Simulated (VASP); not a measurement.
# BaAs (F-43m) in VASP: single point with PBE

Aim: the single point of BaAs with PBE.

All numbers are computed with VASP 6.6.1; they aren't measurements. Logs are shortened: lines on timing, memory, paths and dates and some standing lists are left out, and cuts for length are marked.

## (1) The cell of the first run

The structure is cubic, space group F-43m (No. 216). The conventional cell has a = 6.889 Å, b = 6.889 Å, c = 6.889 Å, α = 90.00°, β = 90.00°, γ = 90.00°. Within 3.9 Å of Ba (site symmetry -43m) lie 4 As at 2.98 Å. Within 3.9 Å of As (site symmetry -43m) lie 4 Ba at 2.98 Å.

## (2) Single point, PBE

The input, INCAR:

```
PREC = Accurate
ENCUT = 510
EDIFF = 1E-6
ISMEAR = 1
SIGMA = 0.0317
LREAL = F
LASPH = T
NELM = 120
ALGO = Normal
ISIF = 2
LWAVE = F
LCHARG = F
GGA = PE
NBANDS = 20
GGA_COMPAT = F
```

The input, KPOINTS:

```
Automatic mesh
0
Gamma
  5 5 5
```

The input, POSCAR:

```
BaAs
1.0
    0.0000000000      3.4447270000      3.4447270000
    3.4447270000      0.0000000000      3.4447270000
    3.4447270000      3.4447270000      0.0000000000
Ba As
1 1
Direct
    0.0000000000      0.0000000000      0.0000000000
    0.2500000000      0.2500000000      0.2500000000
```

Potentials or basis: VASP PAW PBE potentials, release 64 (Ba_sv, As_d).

Run with:

```console
cat potpaw_PBE.64/Ba_sv/POTCAR potpaw_PBE.64/As_d/POTCAR > POTCAR
mpirun -np 1 vasp_std > vasp.out
```

OUTCAR:

```text
PREC = Accurate
   ENCUT = 510
   EDIFF = 1E-6
   ISMEAR = 1
   LREAL = F
   LASPH = T
   NELM = 120
   ISIF = 2
   GGA = PE

 ion  position               nearest neighbor table
   1  0.000  0.000  0.000-   2 2.98   2 2.98   2 2.98   2 2.98
   2  0.250  0.250  0.250-   1 2.98   1 2.98   1 2.98   1 2.98

  LATTYP: Found a face centered cubic cell.
 ALAT       =     6.8894540000

  Lattice vectors:

 A1 = (   0.0000000000,   3.4447270000,   3.4447270000)
 A2 = (   3.4447270000,   0.0000000000,   3.4447270000)
 A3 = (   3.4447270000,   3.4447270000,   0.0000000000)

Analysis of symmetry for initial positions (statically):
=====================================================================
 Subroutine PRICEL returns:
 Original cell was already a primitive cell.

 Routine SETGRP: Setting up the symmetry group for a
 face centered cubic supercell.

 Subroutine GETGRP returns: Found 24 space group operations
 (whereof 24 operations were pure point group operations)
 out of a pool of 48 trial point group operations.

The static configuration has the point symmetry T_d .

Analysis of symmetry for dynamics (positions and initial velocities):
=====================================================================
 Subroutine PRICEL returns:
 Original cell was already a primitive cell.

 Routine SETGRP: Setting up the symmetry group for a
 face centered cubic supercell.

 Subroutine GETGRP returns: Found 24 space group operations
 (whereof 24 operations were pure point group operations)
 out of a pool of 48 trial point group operations.

The dynamic configuration has the point symmetry T_d .

 Subroutine INISYM returns: Found 24 space group operations
 (whereof 24 operations are pure point group operations),
 and found     1 'primitive' translations

----------------------------------------------------------------------------------------

                                     Primitive cell

  volume of cell :      81.7513

  direct lattice vectors                    reciprocal lattice vectors
     0.000000000  3.444727000  3.444727000    -0.145149383  0.145149383  0.145149383
     3.444727000  0.000000000  3.444727000     0.145149383 -0.145149383  0.145149383
     3.444727000  3.444727000  0.000000000     0.145149383  0.145149383 -0.145149383

  length of vectors
     4.871579642  4.871579642  4.871579642     0.251406107  0.251406107  0.251406107

  position of ions in fractional coordinates (direct lattice)
     0.000000000  0.000000000  0.000000000
     0.250000000  0.250000000  0.250000000

  ion indices of the primitive-cell ions
   primitive index   ion index
                 1           1
                 2           2

----------------------------------------------------------------------------------------

 KPOINTS: Automatic mesh

Automatic generation of k-mesh.
 Grid dimensions read from file:
 generate k-points for:    5    5    5

 Generating k-lattice:

  Cartesian coordinates                     Fractional coordinates (reciprocal lattice)
    -0.029029877  0.029029877  0.029029877     0.200000000  0.000000000  0.000000000
     0.029029877 -0.029029877  0.029029877     0.000000000  0.200000000  0.000000000
     0.029029877  0.029029877 -0.029029877     0.000000000  0.000000000  0.200000000

  Length of vectors
     0.050281221  0.050281221  0.050281221

  Shift w.r.t. Gamma in fractional coordinates (k-lattice)
     0.000000000  0.000000000  0.000000000

 Subroutine IBZKPT returns following result:
 ===========================================

 Found     10 irreducible k-points:

 Following reciprocal coordinates:
            Coordinates               Weight
  0.000000  0.000000  0.000000      1.000000
  0.200000  0.000000  0.000000      8.000000
  0.400000  0.000000  0.000000      8.000000
  0.200000  0.200000  0.000000      6.000000
  0.400000  0.200000  0.000000     24.000000
 -0.400000  0.200000  0.000000     24.000000
 -0.200000  0.200000  0.000000     12.000000
  0.400000  0.400000  0.000000      6.000000
 -0.400000  0.400000  0.000000     12.000000
 -0.400000  0.400000  0.200000     24.000000
   k-points           NKPTS =     10   k-points in BZ     NKDIM =     10   number of bands    NBANDS=     20
   number of dos      NEDOS =    301   number of ions     NIONS =      2
   total plane-waves  NPLWV =  46656
   dimension x,y,z NGX =    36 NGY =   36 NGZ =   36
   dimension x,y,z NGXF=    72 NGYF=   72 NGZF=   72
   ions per type =               1   1
   NGX,Y,Z   is equivalent  to a cutoff of  12.29, 12.29, 12.29 a.u.
   NGXF,Y,Z  is equivalent  to a cutoff of  24.57, 24.57, 24.57 a.u.
 SYSTEM =  unknown system
   PREC   = accura    normal or accurate (medium, high low for compatibility)
   ISTART =      0    job   : 0-new  1-cont  2-samecut
   ICHARG =      2    charge: 1-file 2-atom 10-const
   ISPIN  =      1    spin polarized calculation?
   LNONCOLLINEAR =      F non collinear calculations
   LSORBIT =      F    spin-orbit coupling
   LASPH  =      T    aspherical Exc in radial PAW
   ENCUT  =  510.0 eV  37.48 Ry    6.12 a.u.   8.97  8.97  8.97*2*pi/ulx,y,z
   NELM   =    120;   NELMIN=  2; NELMDL= -5     # of ELM steps
   EDIFF  = 0.1E-05   stopping-criterion for ELM
   LREAL  =      F    real-space projection
   EDIFFG = 0.1E-04   stopping-criterion for IOM
   NSW    =      0    number of steps for IOM
   IBRION =     -1    ionic relax: 0-MD 1-quasi-New 2-CG
   NFREE  =      0    steps in history (QN), initial steepest desc. (CG)
   ISIF   =      2    stress and relaxation
   ISYM   =      2    0-nonsym 1-usesym 2-fastsym
   POTIM  = 0.5000    time-step for ionic-motion
   TEBEG  =    0.0;   TEEND  =   0.0 temperature during run
   PSTRESS=    0.0 pullay stress
   NELECT =      25.0000    total number of electrons
   NUPDOWN=      -1.0000    fix difference up-down
   EMIN   =  10.00;   EMAX   =-10.00  energy-range for DOS
   EFERMI =   0.00;   METHOD = LEGACY
   ISMEAR =     1;   SIGMA  =   0.03  broadening in eV -4-tet -1-fermi 0-gaus
   EFERMI_NEDOS =   21; number of points for ismear=-14 and -15
   IALGO  =     38    algorithm
   IMIX   =      4    mixing-type and parameters
     AMIX     =   0.40;   BMIX     =  1.00
     AMIX_MAG =   1.60;   BMIX_MAG =  1.00
  volume/ion in A,a.u.               =      40.88       275.84
  Fermi-wavevector in a.u.,A,eV,Ry     =   1.102952  2.084277 16.551536  1.216504
  Thomas-Fermi vector in A             =   2.239403
   LORBIT       =      0    0 simple, 1 ext, 2 COOP (PROOUT), +10 PAW based schemes
   GGA     = PE    functional components
   LHFCALC =     F    Hartree Fock is set to
   AEXX    =    0.0000 exact exchange contribution
   IVDW    =     0    specifies the selected vdW correction
   LEPSILON=     F    determine dielectric tensor
   LRPA    =     F    only Hartree local field effects (RPA)
 non-spin polarized calculation
 Methfessel and Paxton  Order N= 1 SIGMA  =   0.03
  energy-cutoff  :      510.00
  volume of cell :       81.75
 maximum number of plane-waves:      2156
   NGX = 17   NGY = 17   NGZ = 17

 number of electron      24.9999999 magnetization

 Free energy of the ion-electron system (eV)
  ---------------------------------------------------
  ext. energy  EPLUGINS =         0.00000000
  ---------------------------------------------------
  free energy    TOTEN  =        -7.06636381 eV

  energy without entropy =       -7.06636132  energy(sigma->0) =       -7.06636298

 E-fermi :   0.2143     XC(G=0):  -8.0079

 val. band max:        0.1985701649   @ k =   0.4000   0.2000   0.0000
 cond. band min:       0.5055997248   @ k =  -0.4000   0.4000   0.0000
 fundamental gap:      0.3070295599
 Fermi energy:         0.2142713669

 k-point     1 :       0.0000    0.0000    0.0000
  band No.  band energies     occupation
      1     -33.5389      2.00000
      2     -33.5389      2.00000
      3     -33.5389      2.00000
      4     -33.5329      2.00000
      5     -33.5329      2.00000
      6     -26.2131      2.00000
[... 12 lines left out ...]
     19       7.2373      0.00000
     20      10.5533      0.00000

 k-point     2 :       0.2000    0.0000    0.0000
  band No.  band energies     occupation
      1     -33.5390      2.00000
      2     -33.5389      2.00000
      3     -33.5389      2.00000
      4     -33.5329      2.00000
      5     -33.5329      2.00000
      6     -26.2045      2.00000
[... 12 lines left out ...]
     19       7.9785      0.00000
     20       8.1417      0.00000

 k-point     3 :       0.4000    0.0000    0.0000
  band No.  band energies     occupation
      1     -33.5392      2.00000
      2     -33.5388      2.00000
      3     -33.5388      2.00000
      4     -33.5329      2.00000
      5     -33.5329      2.00000
      6     -26.1905      2.00000
[... 12 lines left out ...]
     19       6.8047      0.00000
     20       8.3442      0.00000

 k-point     4 :       0.2000    0.2000    0.0000
  band No.  band energies     occupation
      1     -33.5391      2.00000
      2     -33.5388      2.00000
      3     -33.5388      2.00000
      4     -33.5329      2.00000
      5     -33.5329      2.00000
      6     -26.2016      2.00000
[... 12 lines left out ...]
     19       7.7503      0.00000
     20       8.7607      0.00000

 k-point     5 :       0.4000    0.2000    0.0000
  band No.  band energies     occupation
      1     -33.5393      2.00000
      2     -33.5388      2.00000
      3     -33.5388      2.00000
      4     -33.5329      2.00000
      5     -33.5329      2.00000
      6     -26.1895      2.00000
[... 12 lines left out ...]
     19       7.8428      0.00000
     20       8.3875      0.00000

 k-point     6 :      -0.4000    0.2000    0.0000
  band No.  band energies     occupation
      1     -33.5393      2.00000
      2     -33.5388      2.00000
      3     -33.5388      2.00000
      4     -33.5329      2.00000
      5     -33.5329      2.00000
      6     -26.1848      2.00000
[... 12 lines left out ...]
     19       7.1002      0.00000
     20       9.2660      0.00000

 k-point     7 :      -0.2000    0.2000    0.0000
  band No.  band energies     occupation
      1     -33.5392      2.00000
      2     -33.5388      2.00000
      3     -33.5388      2.00000
      4     -33.5329      2.00000
      5     -33.5329      2.00000
      6     -26.1941      2.00000
[... 12 lines left out ...]
     19       8.0418      0.00000
     20       8.4106      0.00000

 k-point     8 :       0.4000    0.4000    0.0000
  band No.  band energies     occupation
      1     -33.5395      2.00000
      2     -33.5387      2.00000
      3     -33.5387      2.00000
      4     -33.5330      2.00000
      5     -33.5329      2.00000
      6     -26.1831      2.00000
[... 12 lines left out ...]
     19       7.8539      0.00000
     20      10.1808      0.00000

 k-point     9 :      -0.4000    0.4000    0.0000
  band No.  band energies     occupation
      1     -33.5395      2.00000
      2     -33.5387      2.00000
      3     -33.5387      2.00000
      4     -33.5330      2.00000
      5     -33.5329      2.00000
      6     -26.1802      2.00000
[... 12 lines left out ...]
     19       8.8898      0.00000
     20       9.3896      0.00000

 k-point    10 :      -0.4000    0.4000    0.2000
  band No.  band energies     occupation
      1     -33.5394      2.00000
      2     -33.5388      2.00000
      3     -33.5387      2.00000
      4     -33.5329      2.00000
      5     -33.5329      2.00000
      6     -26.1819      2.00000
[... 12 lines left out ...]
     19       7.9470      0.00000
     20       8.9960      0.00000

------------------------ aborting loop because EDIFF is reached ----------------------------------------

  FORCE on cell =-STRESS in cart. coord.  units (eV):
  Direction    XX          YY          ZZ          XY          YZ          ZX
  --------------------------------------------------------------------------------------
  -------------------------------------------------------------------------------------
  Total        2.9375855      2.9375855      2.9375855      0.0000000      0.0000000     -0.0000000
  in kB       57.5713856     57.5713856     57.5713856      0.0000000      0.0000000     -0.0000000
  external PRESSURE =      57.5713856 kB  Pullay stress =       0.0000000 kB

 VOLUME and BASIS-vectors are now :
 -----------------------------------------------------------------------------
  energy-cutoff  :      510.00
  volume of cell :       81.75
      direct lattice vectors                 reciprocal lattice vectors
     0.000000000  3.444727000  3.444727000    -0.145149383  0.145149383  0.145149383
     3.444727000  0.000000000  3.444727000     0.145149383 -0.145149383  0.145149383
     3.444727000  3.444727000  0.000000000     0.145149383  0.145149383 -0.145149383

 POSITION                                       TOTAL-FORCE (eV/Angst)
 -----------------------------------------------------------------------------------
      0.00000      0.00000      0.00000         0.000000      0.000000      0.000000
      1.72236      1.72236      1.72236        -0.000000     -0.000000     -0.000000
 -----------------------------------------------------------------------------------
    total drift:                                0.000000      0.000000      0.000000

  FREE ENERGIE OF THE ION-ELECTRON SYSTEM (eV)
  ---------------------------------------------------
  free  energy   TOTEN  =        -7.0663638103 eV

  energy  without entropy=       -7.0663613185  energy(sigma->0) =       -7.06636298
```

It took 13 s on 1 thread of Intel Xeon Platinum 8375C at 2.90GHz (Ice Lake), shared host; peak memory 0.21 GiB.

What came out:

```yaml
Free_energy: -7.0664 eV
Pressure: 5.8 GPa
Band_gap_on_the_k_mesh: zero (an odd number of electrons rules out a gap without spin polarisation)
```

Levels at points of the mesh, in eV from the Fermi level:
| k point | band 11 | band 12 | band 13 | band 14 | band 15 | band 16 |
| --- | --- | --- | --- | --- | --- | --- |
| (0.00, 0.00, 0.00) | -0.61 | -0.61 | -0.61 | 2.62 | 4.40 | 4.40 |

Caveat: the cell stands under pressure; spin-orbit coupling is left out, which moves the levels of the heavy elements; an odd number of electrons without spin polarisation forces a metal; a magnetic or distorted state may lie lower.

The gap in the log of VASP goes by the Fermi energy; the results here count the filled bands.